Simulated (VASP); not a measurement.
A run of VASP 6.6.1:

INCAR

```
SYSTEM = Al2Ni
PREC     = Accurate       ! precision mode
ENCUT    = 520            ! plane-wave cutoff, eV
EDIFF    = 1E-7           ! SCF threshold, eV
ISMEAR   = 0              ! smearing method
SIGMA    = 0.1            ! smearing width, eV
LREAL    = .FALSE.        ! projectors in reciprocal space
LASPH    = .TRUE.         ! aspherical terms in the spheres
NELM     = 150            ! most SCF steps
ALGO     = Normal         ! electronic algorithm
ISIF     = 2              ! what is computed and relaxed
LWAVE    = .FALSE.        ! write WAVECAR
LCHARG   = .FALSE.        ! write CHGCAR
ISPIN    = 2              ! spin polarisation
MAGMOM   = 0 0 2          ! initial moments
LORBIT   = 11             ! projections on sites
LMAXMIX  = 4              ! l up to which the mixer works
GGA      = PE             ! functional
NBANDS   = 19             ! bands
```

File KPOINTS:

```
Automatic mesh
0
G
  6 6 4
  0 0 0
```

File POSCAR:

```
Al2Ni
1.0
    2.6899340500      0.0000000000      0.0000000000
   -1.3449670200      2.3295512200      0.0000000000
    0.0000000000      0.0000000000      6.5889658600
Al Ni
2 1
Direct
    0.3333333300      0.6666666700      0.6666666700
    0.6666666700      0.3333333300      0.3333333300
    0.0000000000      0.0000000000      0.0000000000
```

Potentials or basis: VASP PAW PBE potentials, release 64 (Al, Ni).

Command:

```bash
$ cat potpaw_PBE.64/Al/POTCAR potpaw_PBE.64/Ni/POTCAR > POTCAR
$ mpirun -np 1 vasp_std > vasp.out
```

Hardware: 1 thread of Intel(R) Xeon(R) Platinum 8488C (Sapphire Rapids) (shared host).

**Question.** Estimate the wall time of this run.

**Answer.** Wall time 54 s on 1 thread of Intel(R) Xeon(R) Platinum 8488C (Sapphire Rapids), on a shared host, peak memory 0.18 GiB. Counts: scf iterations 21, k points 24.
